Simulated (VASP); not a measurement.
Input of a VASP 6.6.1 run:

The input POSCAR:

```
MgO
1.0
    0.0000000000      2.1267050319      2.1267050319
    2.1267050319      0.0000000000      2.1267050319
    2.1267050319      2.1267050319      0.0000000000
Mg O
1 1
Direct
    0.0000000000      0.0000000000      0.0000000000
    0.5000000000      0.5000000000      0.5000000000
```

File INCAR.step1:

```
SYSTEM = MgO
PREC     = Accurate       ! precision mode
ENCUT    = 750            ! plane-wave cutoff, eV
ISMEAR   = -1             ! smearing method
SIGMA    = 0.02           ! smearing width, eV
LREAL    = .FALSE.        ! projectors in reciprocal space
LASPH    = .TRUE.         ! aspherical terms in the spheres
NELM     = 120            ! most SCF steps
GGA      = PE             ! functional
ALGO     = Normal         ! electronic algorithm
EDIFF    = 1E-5           ! SCF threshold, eV
LWAVE    = .TRUE.         ! write WAVECAR
LCHARG   = .FALSE.        ! write CHGCAR
GGA_COMPAT= .FALSE.      
IBRION   = 2              ! ionic algorithm
ISIF     = 3              ! what is computed and relaxed
EDIFFG   = -0.005         ! ionic threshold
NELMIN   = 4            
NSW      = 100            ! ionic steps
```

File INCAR.step2:

```
SYSTEM = MgO
PREC     = Accurate       ! precision mode
ENCUT    = 750            ! plane-wave cutoff, eV
EDIFF    = 1E-7           ! SCF threshold, eV
ISMEAR   = -1             ! smearing method
SIGMA    = 0.02           ! smearing width, eV
LREAL    = .FALSE.        ! projectors in reciprocal space
LASPH    = .TRUE.         ! aspherical terms in the spheres
NELM     = 120            ! most SCF steps
ALGO     = Normal         ! electronic algorithm
ISIF     = 3              ! what is computed and relaxed
LWAVE    = .FALSE.        ! write WAVECAR
LCHARG   = .FALSE.        ! write CHGCAR
METAGGA  = R2SCAN         ! meta-GGA
LMIXTAU  = .TRUE.       
IBRION   = 2              ! ionic algorithm
NSW      = 80             ! ionic steps
EDIFFG   = -0.005         ! ionic threshold
ISTART   = 1            
GGA_COMPAT= .FALSE.      
NELMIN   = 4
```

Contents of KPOINTS:

```
Automatic mesh
0
G
  10 10 10
  0 0 0
```

Potentials or basis: VASP PAW PBE potentials, release 64 (Mg_sv, O).

Command:

```bash
$ cat potpaw_PBE.64/Mg_sv/POTCAR potpaw_PBE.64/O/POTCAR > POTCAR
$ cp INCAR.step1 INCAR
$ mpirun -np 1 vasp_std > vasp.out
$ cp INCAR.step2 INCAR
$ mpirun -np 1 vasp_std > vasp.out
```

Problem. Estimate the relaxed volume.

Solution. 9.29 Å³/atom.

Problem. Estimate the space group after relaxing (to 0.1 Å).

Solution. Fm-3m (No. 225).

The path:
| step | energy change (eV) | largest force (eV/Å) | pressure (GPa) | volume (Å³) |
| --- | --- | --- | --- | --- |
| 1 | 0.0000 | 0.0000 | -5.34 | 19.24 |
| 2 | -0.0089 | 0.0000 | 2.05 | 18.36 |
| 3 | -0.0106 | 0.0000 | -0.14 | 18.61 |
| 4 | -0.0106 | 0.0000 | 0.00 | 18.59 |

Caveat: the PAW data sets were made with another functional, which shifts forces and pressure a little.
